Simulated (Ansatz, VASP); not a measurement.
**Al9H in VASP and in Ansatz**

Contents of INCAR:

```
ALGO = Normal
DIPOL = 0.5 0.5 0.297
EDIFF = 1E-7
ENCUT = 520
GGA = PE
IDIPOL = 3
ISIF = 2
ISMEAR = 0
LASPH = T
LCHARG = F
LDIPOL = T
LREAL = Auto
LWAVE = F
NBANDS = 44
NELM = 80
PREC = Accurate
SIGMA = 0.1
```

Contents of KPOINTS:

```
k-points
0
Gamma
  5 3 1
```

POSCAR

```
Al9H
1.0
    5.7070863109      0.0000000000      0.0000000000
   -1.4267715777      9.7014842373      0.0000000000
    0.0000000000      0.0000000000     22.7903703632
Al H
18 2
Direct
    0.2662216041      0.0648864163      0.1755127247
    0.7662216041      0.0648864163      0.1755127247
    0.3354806058      0.3419224231      0.2192029853
    0.8354806058      0.3419224231      0.2192029853
    0.1493324061      0.5973296244      0.2279410374
    0.6493324061      0.5973296244      0.2279410374
    0.4631842064      0.8527368258      0.2366790895
    0.9631842064      0.8527368258      0.2366790895
    0.0319772084      0.1277109167      0.2808262503
    0.5319772084      0.1277109167      0.2808262503
    0.0997917590      0.4042231279      0.3301071124
    0.5997917590      0.4042231279      0.3301071124
    0.4144000530      0.6596656505      0.3369822082
    0.9144000530      0.6596656505      0.3369822082
    0.2263076920      0.9110819249      0.3449259127
    0.7263076920      0.9110819249      0.3449259127
    0.2962427236      0.1814071990      0.3857054635
    0.7962427236      0.1814071990      0.3857054635
    0.3728398333      0.9110819249      0.4335326809
    0.5797755507      0.9110819249      0.4335326809
```

Input for Ansatz:

```yaml
crystal:
  lattice:
    - [5.7070863109, 0.0, 0.0]
    - [-1.4267715777, 9.7014842373, 0.0]
    - [0.0, 0.0, 22.7903703632]
  atoms:
    - { symbol: Al, position: [0.2662216041, 0.0648864163, 0.1755127247] }
    - { symbol: Al, position: [0.7662216041, 0.0648864163, 0.1755127247] }
    - { symbol: Al, position: [0.3354806058, 0.3419224231, 0.2192029853] }
    - { symbol: Al, position: [0.8354806058, 0.3419224231, 0.2192029853] }
    - { symbol: Al, position: [0.1493324061, 0.5973296244, 0.2279410374] }
    - { symbol: Al, position: [0.6493324061, 0.5973296244, 0.2279410374] }
    - { symbol: Al, position: [0.4631842064, 0.8527368258, 0.2366790895] }
    - { symbol: Al, position: [0.9631842064, 0.8527368258, 0.2366790895] }
    - { symbol: Al, position: [0.0319772084, 0.1277109167, 0.2808262503] }
    - { symbol: Al, position: [0.5319772084, 0.1277109167, 0.2808262503] }
    - { symbol: Al, position: [0.099791759, 0.4042231279, 0.3301071124] }
    - { symbol: Al, position: [0.599791759, 0.4042231279, 0.3301071124] }
    - { symbol: Al, position: [0.414400053, 0.6596656505, 0.3369822082] }
    - { symbol: Al, position: [0.914400053, 0.6596656505, 0.3369822082] }
    - { symbol: Al, position: [0.226307692, 0.9110819249, 0.3449259127] }
    - { symbol: Al, position: [0.726307692, 0.9110819249, 0.3449259127] }
    - { symbol: Al, position: [0.2962427236, 0.181407199, 0.3857054635] }
    - { symbol: Al, position: [0.7962427236, 0.181407199, 0.3857054635] }
    - { symbol: H, position: [0.3728398333, 0.9110819249, 0.4335326809] }
    - { symbol: H, position: [0.5797755507, 0.9110819249, 0.4335326809] }
basis:
  ecutwfc: 420
kpoints:
  mp_grid: { grid: [5, 3, 1] }
hamiltonian:
  xc: pbe
  pseudopotentials: { kind: paw, azcp: { folder: soft_1 } }
scf:
  occupations: { method: gaussian, width: 0.1 }
output:
  forces: true
  eigenvalues: true
efield:
  axis: 3
  dipole_correction: true
  ramp_width: 0.04
```

Alike in both runs: task single point; functional PBE; k mesh 5 × 3 × 1; occupations gaussian, width 0.1 eV; no spin polarisation.

|  | VASP | Ansatz |
| --- | --- | --- |
| version | VASP 6.6.1 | Ansatz 0.2.0 |
| potentials or method | VASP PAW PBE potentials, release 64 (Al, H), cutoff 520 eV | scalar-relativistic, plane waves, PAW |
| valence electrons in the cell | 56 | 56 |

|  | VASP | Ansatz | Ansatz less VASP |
| --- | --- | --- | --- |
| gap on the k mesh at the Fermi level (eV) | none | none | - |
| rms of the force components (eV/Å) | 0.421 | 0.421 | -0.0004 |

Atom by atom the forces differ by 0.001 eV/Å (rms over components). A gap of «none» marks a metal or a gap that the smearing closes.
